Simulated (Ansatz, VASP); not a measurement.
This is a calculation of BaS for Ansatz 0.2.0.

Contents of input.yaml:

```yaml
crystal:
  lattice:
    - [0.0, 3.235777846, 3.235777846]
    - [3.235777846, 0.0, 3.235777846]
    - [3.235777846, 3.235777846, 0.0]
  atoms:
    - { symbol: Ba, position: [0.0, 0.0, 0.0] }
    - { symbol: S, position: [0.5, 0.5, 0.5] }
hamiltonian:
  xc: lda
  pseudopotentials: { kind: paw }
kpoints:
  mp_grid: { grid: [7, 7, 7] }
scf:
  occupations: { method: fermi_dirac, width: 0.05 }
output:
  forces: true
  stress: true
  eigenvalues: true
```

Potentials or basis: Ansatz PAW.

Run with:

```bash
$ ansatz run input.yaml --threads 1 --pin off --max-ram 3584MiB --backend cpu --events-out ev --progress --plain --runs-dir out
```

Q: Set up the same calculation for VASP 6.6.1. Potentials there: VASP PAW LDA potentials, release 64 (Ba_sv, S).

A: As run (the cutoff follows the program's own potentials):

File INCAR:

```
PREC = Accurate
ENCUT = 520
EDIFF = 1E-6
ISMEAR = -1
SIGMA = 0.05
LREAL = F
LASPH = T
NELM = 60
ALGO = Normal
ISIF = 2
LWAVE = F
LCHARG = F
GGA = CA
NBANDS = 15
```

The input KPOINTS:

```
regular mesh
0
Gamma
  7 7 7
```

The input POSCAR:

```
BaS
1.0
    0.0000000000      3.2357778460      3.2357778460
    3.2357778460      0.0000000000      3.2357778460
    3.2357778460      3.2357778460      0.0000000000
Ba S
1 1
Direct
    0.0000000000      0.0000000000      0.0000000000
    0.5000000000      0.5000000000      0.5000000000
```

Potentials or basis: VASP PAW LDA potentials, release 64 (Ba_sv, S).

The run is started by

```console
$ cat potpaw_LDA.64/Ba_sv/POTCAR potpaw_LDA.64/S/POTCAR > POTCAR
$ mpirun -np 1 vasp_std > vasp.out
```

Both were run:

|  | VASP | Ansatz | Ansatz less VASP |
| --- | --- | --- | --- |
| gap on the k mesh at the Fermi level (eV) | 2.03 | 2.12 | +0.094 |
| least direct gap on the mesh (eV) | 2.19 | 2.26 | +0.067 |
| pressure (GPa) | -3.3 | -3.9 | -0.54 |

LDA's correlation is that of Perdew and Zunger in VASP and of Perdew and Wang (1992) in Ansatz.

Neither program's run includes spin-orbit coupling. Noted on Ansatz's run: odd divisions of the mesh miss points on the zone boundary, where band edges often lie, so the gap on the mesh can be too wide.
